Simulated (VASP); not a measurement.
A run of VASP 6.6.1:

File INCAR:

```
PREC = Accurate
ENCUT = 600
EDIFF = 1E-7
ISMEAR = 0
SIGMA = 0.1
LREAL = F
LASPH = T
NELM = 80
ALGO = Normal
ISIF = 3
LWAVE = F
LCHARG = F
GGA = PE
IBRION = 2
NSW = 100
EDIFFG = -0.01
```

KPOINTS

```
Automatic mesh
0
Gamma
  10 10 10
```

Contents of POSCAR:

```
RbH6Pt
1.0
    4.1015499072      0.0000000000      0.0000000000
    0.0000000000      4.1015499072      0.0000000000
    0.0000000000      0.0000000000      4.1015499072
Rb H Pt
1 6 1
Direct
    0.0000000000      0.0000000000      0.0000000000
    0.0000000000      0.5000000000      0.5000000000
    0.5000000000      0.0000000000      0.5000000000
    0.5000000000      0.5000000000      0.0000000000
    0.5000000000      0.0000000000      0.0000000000
    0.0000000000      0.5000000000      0.0000000000
    0.0000000000      0.0000000000      0.5000000000
    0.5000000000      0.5000000000      0.5000000000
```

Potentials or basis: VASP PAW PBE potentials, release 64 (Rb_sv, H, Pt).

Command:

```console
$ cat potpaw_PBE.64/Rb_sv/POTCAR potpaw_PBE.64/H/POTCAR potpaw_PBE.64/Pt/POTCAR > POTCAR
$ mpirun -np 1 vasp_std > vasp.out
```

Hardware: 1 thread of Oxide Virtual Turin-like Processor, on a shared host.

Q: Estimate the wall time of this run.

A: Wall time 2.6 min on 1 thread of Oxide Virtual Turin-like Processor, with other jobs on the host, peak memory 0.24 GiB. Counts: scf iterations 22, k points 56, ion steps 2.
